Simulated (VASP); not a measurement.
Write the native input for VASP 6.6.1 that does the following.

* Task: density of states
* Functional: PBE
* Potentials or basis: VASP PAW PBE potentials, release 64 (Mo_sv)
* Cutoff: 520 eV
* k mesh: 7 × 14 × 14
* Occupations: gaussian, width 0.2388 eV
* Spin: no spin polarisation
* Dipole correction: no
* k mesh for the DOS: 11 × 21 × 21
* Occupations for the DOS: tetrahedron
* Further INCAR settings: ALGO = Normal; EDIFF = 1e-07

Crystal: Mo.

```
Mo
1.0
     0.00000    4.03614    4.03614
     2.01807    0.00000    2.01807
     2.01807    2.01807    0.00000
Mo
2
Direct
  0.00000 0.00000 0.00000
  0.50000 0.00000 0.00000
```

These files were run (other wordings do the same):

POSCAR

```
Mo
1.0
    0.0000000000      4.0361356200      4.0361356200
    2.0180678100      0.0000000000      2.0180678100
    2.0180678100      2.0180678100      0.0000000000
Mo
2
Direct
    0.0000000000      0.0000000000      0.0000000000
    0.5000000000      0.0000000000      0.0000000000
```

INCAR.step1

```
SYSTEM = Mo
PREC = Accurate
ENCUT = 520
EDIFF = 1E-7
ISMEAR = 0
SIGMA = 0.2388
LREAL = .False.
LASPH = .True.
NELM = 100
ALGO = Normal
ISIF = 2
LWAVE = .False.
LCHARG = .True.
LMAXMIX = 4
GGA = PE
NBANDS = 21
```

KPOINTS.step1

```
regular mesh
0
Gamma
  7 14 14
  0 0 0
```

INCAR.step2

```
SYSTEM = Mo
PREC = Accurate
ENCUT = 520
EDIFF = 1E-7
ISMEAR = -5
SIGMA = 0.2388
LREAL = .False.
LASPH = .True.
NELM = 100
ALGO = Normal
ISIF = 2
LWAVE = .False.
LCHARG = .False.
LMAXMIX = 4
GGA = PE
LORBIT = 11
NEDOS = 1001
ICHARG = 11
```

KPOINTS.step2

```
regular mesh
0
Gamma
  11 21 21
  0 0 0
```

Potentials or basis: VASP PAW PBE potentials, release 64 (Mo_sv).

Run with:

```console
$ cat potpaw_PBE.64/Mo_sv/POTCAR > POTCAR
$ cp INCAR.step1 INCAR
$ cp KPOINTS.step1 KPOINTS
$ mpirun -np 1 vasp_std > vasp.out
$ cp INCAR.step2 INCAR
$ cp KPOINTS.step2 KPOINTS
$ mpirun -np 1 vasp_std > vasp.out
```

Results of the run:

```
Valence electrons inside the program's atomic spheres : Mo 12.42
```

Wall time 4.2 min on 1 thread of Intel(R) Xeon(R) Platinum 8559C (Emerald Rapids), with other jobs on the host, peak memory 0.67 GiB.
